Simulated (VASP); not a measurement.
Here is a VASP 6.6.1 calculation.

File POSCAR:

```
H4C
1.0
    7.8912360000      0.0000000000      0.0000000000
    0.0000000000      7.8912360000      0.0000000000
    0.0000000000      0.0000000000      7.8912360000
C H
6 24
Direct
    0.5416898880      0.3686930445      0.9616196037
    0.7331706176      0.1108456971      0.3770978356
    0.2369212871      0.9917384071      0.0797759674
    0.9442921367      0.3977586760      0.1314288295
    0.3268102878      0.2289063915      0.6272136961
    0.9080232577      0.7353922196      0.3843261556
    0.5699453729      0.2811752207      0.8601338747
    0.4096259159      0.4084982575      0.9530391569
    0.6229450210      0.4784209247      0.9488595969
    0.5620577603      0.3051062005      1.0815919620
    0.6970870678      0.2346317898      0.4263156946
    0.7204500891      0.0152076192      0.4751125817
    0.8640789281      0.1142360118      0.3336137447
    0.6517541922      0.0777086919      0.2707619879
    0.1281766922      0.9694831851     -0.0018499373
    0.2009977338      0.9705802489      0.2110605206
    0.2800341538      1.1215373544      0.0644282392
    0.3386804532      0.9054986491      0.0452327018
    1.0058487625      0.4072790475      0.2541091316
    0.8217898408      0.3392073158      0.1486858032
    1.0211786103      0.3203978094      0.0473039069
    0.9264740921      0.5236853511      0.0784234137
    0.2214269354      0.1609425353      0.5696410300
    0.2976398832      0.2503648058      0.7592901847
    0.3482356400      0.3516605349      0.5661063525
    0.4438948148      0.1550325944      0.6191774688
    0.8424174989      0.7873132158      0.2749298357
    0.8209838720      0.6550055544      0.4550845214
    0.9527093657      0.8378864137      0.4640546335
    1.0148062291      0.6613243325      0.3416546065
```

INCAR.step1

```
PREC = Accurate
ENCUT = 520
ISMEAR = -1
SIGMA = 0.02
LREAL = Auto
LASPH = True
NELM = 100
NBANDS = 45
GGA = PE
ALGO = Normal
EDIFF = 1E-4
LWAVE = True
LCHARG = False
```

File INCAR.step2:

```
PREC = Accurate
ENCUT = 520
EDIFF = 1E-6
ISMEAR = -1
SIGMA = 0.02
LREAL = Auto
LASPH = True
NELM = 100
ALGO = Normal
ISIF = 2
LWAVE = False
LCHARG = False
METAGGA = R2SCAN
LMIXTAU = True
IVDW = 12
VDW_S6 = 1.0
VDW_S8 = 0.78981345
VDW_A1 = 0.49484001
VDW_A2 = 5.73083694
NBANDS = 45
ISTART = 1
```

KPOINTS

```
Automatic mesh
0
Gamma
  1 1 1
```

Potentials or basis: VASP PAW PBE potentials, release 64 (C, H).

The run is started by

```sh
$ cat potpaw_PBE.64/C/POTCAR potpaw_PBE.64/H/POTCAR > POTCAR
$ cp INCAR.step1 INCAR
$ mpirun -np 1 vasp_gam > vasp.out
$ cp INCAR.step2 INCAR
$ mpirun -np 1 vasp_gam > vasp.out
```

(1) Estimate the largest force.

(2) Predict the pressure.

## Answers

(1) 0.307 eV/Å.

(2) 0.4 GPa.

Caveat: the k points lie up to 0.80 Å⁻¹ apart; the PAW data sets were made with another functional, which shifts forces and pressure a little.
